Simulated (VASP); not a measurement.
Write the native input for VASP 6.6.1 that does the following.

- Task: relaxation of cell and atoms
- Functional: RPBE
- Potentials or basis: VASP PAW PBE potentials, release 64 (Pb_d, S)
- Cutoff: 600 eV
- k mesh: 8 × 8 × 6
- Occupations: gaussian, width 0.02 eV
- Spin: no spin polarisation
- Dipole correction: no
- Further INCAR settings: ALGO = Normal; EDIFF = 1e-06; IBRION = 2; EDIFFG = -0.01; NSW = 100; ISIF = 3

The structure of PbS lies in POSCAR:

```
PbS
1.0
    4.2480534138      0.0000000000      0.0000000000
    0.0000000000      4.2480534138      0.0000000000
    0.0000000000      0.0000000000      6.0090997648
Pb S
2 2
Direct
    0.5000000000      0.0000000000      0.7488913845
    0.0000000000      0.5000000000      0.2511086155
    0.5000000000      0.0000000000      0.2514106328
    0.0000000000      0.5000000000      0.7485893672
```

These files were run (other wordings do the same):

INCAR

```
PREC = Accurate
ENCUT = 600
EDIFF = 1E-6
ISMEAR = 0
SIGMA = 0.02
LREAL = F
LASPH = T
NELM = 100
ALGO = Normal
ISIF = 3
LWAVE = F
LCHARG = F
GGA = RP
IBRION = 2
NSW = 100
EDIFFG = -0.01
```

KPOINTS

```
regular mesh
0
Gamma
  8 8 6
```

Potentials or basis: VASP PAW PBE potentials, release 64 (Pb_d, S).

Command:

```console
$ cat potpaw_PBE.64/Pb_d/POTCAR potpaw_PBE.64/S/POTCAR > POTCAR
$ mpirun -np 1 vasp_std > vasp.out
```

It gave:

```yaml
Relaxed_volume: 28.11 Å³/atom
Relaxed_cell: a = 4.300 Å, b = 4.300 Å, c = 6.082 Å, α = 90.00°, β = 90.00°, γ = 90.00°
Space_group_after_relaxing_to_0.1_Å: Fm-3m (No. 225)
Energy_gained_by_relaxing: 5.6 meV/atom
Ionic_steps: 3
Pressure_after_relaxing: 0.0 GPa
Band_gap_on_the_k_mesh: 0.71 eV
```

Caveat: the PAW data sets were made with another functional, which shifts forces and pressure a little; spin-orbit coupling is left out, which moves the levels of the heavy elements.

Run time: 2.8 min on 1 thread of Intel(R) Xeon(R) 6975P-C (Granite Rapids), with other jobs on the host, peak memory 0.35 GiB.
